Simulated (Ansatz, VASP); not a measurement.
**One calculation of Sr, two programs**

```
Sr
1.0
    10.98763    0.00000    0.00000
    -5.49381    9.51557    0.00000
     0.00000    0.00000    4.53164
Sr
1
Direct
  0.00000 0.00000 0.00000
```

Change from the starting cell: strain +0.0250 x Voigt [0, 0, 1, 0, 0, 0], atoms carried along.

Alike in both runs: task single point; functional PBE; dispersion D3(BJ); k mesh 6 × 6 × 8; occupations gaussian, width 0.03 eV; no spin polarisation.

|  | VASP | Ansatz |
| --- | --- | --- |
| version | VASP 6.6.1 | Ansatz 0.2.0 |
| potentials or method | VASP PAW PBE potentials, release 64 (Sr_sv), cutoff 520 eV | scalar-relativistic, plane waves, PAW |
| valence electrons in the cell | 10 | 10 |

VASP gave:

| Item | Value |
| --- | --- |
| gap on the k mesh at the Fermi level (eV) | 0.36 |
| least direct gap on the mesh (eV) | 0.37 |
| pressure (GPa) | 0.0 |

Task: Which values does Ansatz return?

Result: gap on the k mesh at the Fermi level (eV): 0.35; least direct gap on the mesh (eV): 0.36; pressure (GPa): 0.0.
